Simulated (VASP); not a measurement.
# Nb (Im-3m) in VASP: a series of runs, part 2 of 2

VASP 6.6.1. The steps go on from the part before.

**3. Relaxation of cell and atoms, PBEsol, target pressure 20 GPa, at which the enthalpy is minimised**

File INCAR:

```
SYSTEM = Nb
PREC     = Accurate       ! precision mode
ENCUT    = 600            ! plane-wave cutoff, eV
EDIFF    = 1E-6           ! SCF threshold, eV
ISMEAR   = 0              ! smearing method
SIGMA    = 0.05           ! smearing width, eV
LREAL    = .FALSE.        ! projectors in reciprocal space
LASPH    = .TRUE.         ! aspherical terms in the spheres
NELM     = 60             ! most SCF steps
ALGO     = Normal         ! electronic algorithm
ISIF     = 3              ! what is computed and relaxed
LWAVE    = .FALSE.        ! write WAVECAR
LCHARG   = .FALSE.        ! write CHGCAR
GGA      = PS             ! functional
IBRION   = 2              ! ionic algorithm
NSW      = 80             ! ionic steps
EDIFFG   = -0.02          ! ionic threshold
PSTRESS  = 200.0
```

File KPOINTS:

```
regular mesh
0
G
  7 7 7
  0 0 0
```

File POSCAR:

```
Nb
1.0
    1.6650000000      1.6650000000      1.6650000000
   -1.6650000000      1.6650000000      1.6650000000
   -1.6650000000     -1.6650000000      1.6650000000
Nb
1
Direct
    0.0000000000      0.0000000000      0.0000000000
```

Potentials or basis: VASP PAW PBE potentials, release 64 (Nb_sv).

Command:

```sh
cat potpaw_PBE.64/Nb_sv/POTCAR > POTCAR
mpirun -np 1 vasp_std > vasp.out
```

OUTCAR:

```text
SYSTEM = Nb
   PREC = Accurate
   ENCUT = 600
   EDIFF = 1E-6
   ISMEAR = 0
   LREAL = .FALSE.
   LASPH = .TRUE.
   NELM = 60
   ISIF = 3
   GGA = PS
   IBRION = 2
   NSW = 80
   EDIFFG = -0.02
   PSTRESS = 200.0

 ion  position               nearest neighbor table
   1  0.000  0.000  0.000-

  LATTYP: Found a body centered cubic cell.
 ALAT       =     3.3300000000

  Lattice vectors:

 A1 = (   1.6650000000,  -1.6650000000,  -1.6650000000)
 A2 = (   1.6650000000,   1.6650000000,   1.6650000000)
 A3 = (  -1.6650000000,  -1.6650000000,   1.6650000000)

Analysis of symmetry for initial positions (statically):
=====================================================================
 Subroutine PRICEL returns:
 Original cell was already a primitive cell.

 Routine SETGRP: Setting up the symmetry group for a
 body centered cubic supercell.

 Subroutine GETGRP returns: Found 48 space group operations
 (whereof 48 operations were pure point group operations)
 out of a pool of 48 trial point group operations.

The static configuration has the point symmetry O_h .

Analysis of symmetry for dynamics (positions and initial velocities):
=====================================================================
 Subroutine PRICEL returns:
 Original cell was already a primitive cell.

 Routine SETGRP: Setting up the symmetry group for a
 body centered cubic supercell.

 Subroutine GETGRP returns: Found 48 space group operations
 (whereof 48 operations were pure point group operations)
 out of a pool of 48 trial point group operations.

The dynamic configuration has the point symmetry O_h .

 Subroutine INISYM returns: Found 48 space group operations
 (whereof 48 operations are pure point group operations),
 and found     1 'primitive' translations

----------------------------------------------------------------------------------------

                                     Primitive cell

  volume of cell :      18.4630

  direct lattice vectors                    reciprocal lattice vectors
     1.665000000  1.665000000  1.665000000     0.300300300  0.000000000  0.300300300
    -1.665000000  1.665000000  1.665000000    -0.300300300  0.300300300  0.000000000
    -1.665000000 -1.665000000  1.665000000     0.000000000 -0.300300300  0.300300300

  length of vectors
     2.883864595  2.883864595  2.883864595     0.424688757  0.424688757  0.424688757

  position of ions in fractional coordinates (direct lattice)
     0.000000000  0.000000000  0.000000000

  ion indices of the primitive-cell ions
   primitive index   ion index
                 1           1

----------------------------------------------------------------------------------------

 KPOINTS: regular mesh

Automatic generation of k-mesh.
 Grid dimensions read from file:
 generate k-points for:    7    7    7

 Generating k-lattice:

  Cartesian coordinates                     Fractional coordinates (reciprocal lattice)
     0.042900043  0.000000000  0.042900043     0.142857143  0.000000000  0.000000000
    -0.042900043  0.042900043  0.000000000     0.000000000  0.142857143  0.000000000
     0.000000000 -0.042900043  0.042900043     0.000000000  0.000000000  0.142857143

  Length of vectors
     0.060669822  0.060669822  0.060669822

  Shift w.r.t. Gamma in fractional coordinates (k-lattice)
     0.000000000  0.000000000  0.000000000

 Subroutine IBZKPT returns following result:
 ===========================================

 Found     20 irreducible k-points:

 Following reciprocal coordinates:
            Coordinates               Weight
  0.000000  0.000000  0.000000      1.000000
  0.142857  0.000000  0.000000     12.000000
  0.285714  0.000000  0.000000     12.000000
  0.428571  0.000000  0.000000     12.000000
  0.285714  0.142857 -0.000000     24.000000
  0.428571  0.142857  0.000000     48.000000
[... 12 lines left out ...]
 -0.428571  0.428571  0.285714      8.000000
  0.428571  0.428571  0.428571      6.000000
   k-points           NKPTS =     20   k-points in BZ     NKDIM =     20   number of bands    NBANDS=     10
   number of dos      NEDOS =    301   number of ions     NIONS =      1
   total plane-waves  NPLWV =  13824
   dimension x,y,z NGX =    24 NGY =   24 NGZ =   24
   dimension x,y,z NGXF=    48 NGYF=   48 NGZF=   48
   ions per type =               1
   NGX,Y,Z   is equivalent  to a cutoff of  13.84, 13.84, 13.84 a.u.
   NGXF,Y,Z  is equivalent  to a cutoff of  27.67, 27.67, 27.67 a.u.
 SYSTEM =  Nb
   PREC   = accura    normal or accurate (medium, high low for compatibility)
   ISTART =      0    job   : 0-new  1-cont  2-samecut
   ICHARG =      2    charge: 1-file 2-atom 10-const
   ISPIN  =      1    spin polarized calculation?
   LNONCOLLINEAR =      F non collinear calculations
   LSORBIT =      F    spin-orbit coupling
   LASPH  =      T    aspherical Exc in radial PAW
   ENCUT  =  600.0 eV  44.10 Ry    6.64 a.u.   5.76  5.76  5.76*2*pi/ulx,y,z
   NELM   =     60;   NELMIN=  2; NELMDL= -5     # of ELM steps
   EDIFF  = 0.1E-05   stopping-criterion for ELM
   LREAL  =      F    real-space projection
   EDIFFG = -.2E-01   stopping-criterion for IOM
   NSW    =     80    number of steps for IOM
   IBRION =      2    ionic relax: 0-MD 1-quasi-New 2-CG
   NFREE  =      1    steps in history (QN), initial steepest desc. (CG)
   ISIF   =      3    stress and relaxation
   ISYM   =      2    0-nonsym 1-usesym 2-fastsym
   POTIM  = 0.5000    time-step for ionic-motion
   TEBEG  =    0.0;   TEEND  =   0.0 temperature during run
   PSTRESS=  200.0 pullay stress
   NELECT =      13.0000    total number of electrons
   NUPDOWN=      -1.0000    fix difference up-down
   EMIN   =  10.00;   EMAX   =-10.00  energy-range for DOS
   EFERMI =   0.00;   METHOD = LEGACY
   ISMEAR =     0;   SIGMA  =   0.05  broadening in eV -4-tet -1-fermi 0-gaus
   EFERMI_NEDOS =   21; number of points for ismear=-14 and -15
   IALGO  =     38    algorithm
   IMIX   =      4    mixing-type and parameters
     AMIX     =   0.40;   BMIX     =  1.00
     AMIX_MAG =   1.60;   BMIX_MAG =  1.00
  volume/ion in A,a.u.               =      18.46       124.59
  Fermi-wavevector in a.u.,A,eV,Ry     =   1.456426  2.752246 28.860355  2.121176
  Thomas-Fermi vector in A             =   2.573345
   LORBIT       =      0    0 simple, 1 ext, 2 COOP (PROOUT), +10 PAW based schemes
   GGA     = PS    functional components
   LHFCALC =     F    Hartree Fock is set to
   AEXX    =    0.0000 exact exchange contribution
   IVDW    =     0    specifies the selected vdW correction
   LEPSILON=     F    determine dielectric tensor
   LRPA    =     F    only Hartree local field effects (RPA)
 conjugate gradient relaxation of ions
 non-spin polarized calculation
 Gauss-broadening in eV      SIGMA  =   0.05
  energy-cutoff  :      600.00
  volume of cell :       18.46
 maximum number of plane-waves:       631
   NGX = 11   NGY = 11   NGZ = 11

--------------------------------------- Ionic step        1  -------------------------------------------

 number of electron      12.9999999 magnetization

 Free energy of the ion-electron system (eV)
  ---------------------------------------------------
  ext. energy  EPLUGINS =         0.00000000
  ---------------------------------------------------
  free energy    TOTEN  =       -10.90067579 eV

  energy without entropy =      -10.89437774  energy(sigma->0) =      -10.89752676

------------------------ aborting loop because EDIFF is reached ----------------------------------------

  FORCE on cell =-STRESS in cart. coord.  units (eV):
  Direction    XX          YY          ZZ          XY          YZ          ZX
  --------------------------------------------------------------------------------------
  -------------------------------------------------------------------------------------
  Total       -0.9374245     -0.9374245     -0.9374245      0.0000000      0.0000000     -0.0000000
  in kB      -81.3474904    -81.3474904    -81.3474904      0.0000000      0.0000000     -0.0000000
  external PRESSURE =    -281.3474904 kB  Pullay stress =     200.0000000 kB
[... 133 lines left out ...]
  enthalpy is  TOTEN    =        -8.8548126003 eV   P V=        1.9839243630

--------------------------------------- Ionic step        5  -------------------------------------------

 number of electron      13.0000000 magnetization

 Free energy of the ion-electron system (eV)
  ---------------------------------------------------
  ext. energy  EPLUGINS =         0.00000000
  ---------------------------------------------------
  free energy    TOTEN  =       -10.82412978 eV

  energy without entropy =      -10.81955299  energy(sigma->0) =      -10.82184139

 E-fermi :  13.1062     XC(G=0): -13.3295

 val. band max:       12.9991881581   @ k =   0.4286   0.2857   0.1429
 cond. band min:      13.1063126245   @ k =   0.1429   0.0000   0.0000
 fundamental gap:      0.1071244664
 Fermi energy:        13.1061575028

 k-point     1 :       0.0000    0.0000    0.0000
  band No.  band energies     occupation
      1     -41.1219      2.00000
      2     -16.0797      2.00000
      3     -16.0797      2.00000
      4     -16.0797      2.00000
      5       6.8500      2.00000
      6      13.3236      0.00000
      7      13.3236      0.00000
      8      13.3236      0.00000
      9      16.6990      0.00000
     10      16.6990      0.00000
[... 273 lines left out ...]
  FREE ENERGIE OF THE ION-ELECTRON SYSTEM (eV)
  ---------------------------------------------------
  free  energy   TOTEN  =       -10.8241297844 eV

  energy  without entropy=      -10.8195529872  energy(sigma->0) =      -10.82184139

  enthalpy is  TOTEN    =        -8.8554742567 eV   P V=        1.9686555277

 reached required accuracy - stopping structural energy minimisation
```

It took 19 s on 1 thread of AMD EPYC 7R13 (Zen 3), shared host; peak memory 0.12 GiB.

Results:

| Property | Result |
| --- | --- |
| Free energy | -10.8241 eV |
| Relaxed volume | 15.77 Å³/atom |
| Relaxed cell | a = 2.736 Å, b = 2.736 Å, c = 2.736 Å, α = 70.53°, β = 109.47°, γ = 70.53° |
| Space group after relaxing (to 0.05 Å) | Im-3m (No. 229) |
| Energy change on relaxing (the enthalpy is what falls) | +76.5 meV/atom |
| Ionic steps | 5 |
| Pressure after relaxing | 19.9 GPa |

Step by step:
```csv
step,energy change (eV),largest force (eV/Å),pressure (GPa),volume (Å³)
1,0.0000,0.0000,-8.13,18.46
2,2.4964,0.0000,186.66,11.08
3,0.0395,0.0000,15.49,16.11
4,0.0619,0.0000,18.31,15.89
5,0.0765,0.0000,19.94,15.77
```

Final structure:
```xyz
1
Lattice="1.5798 1.5798 1.5798 -1.5798 1.5798 1.5798 -1.5798 -1.5798 1.5798" Properties=species:S:1:pos:R:3 pbc="T T T"
Nb    0.0000    0.0000    0.0000
```

Caveat: the k points lie up to 0.40 Å⁻¹ apart in the final cell; the cell is relaxed towards a set pressure, so the enthalpy falls and the energy may rise; the PAW data sets were made with another functional, which shifts forces and pressure a little.
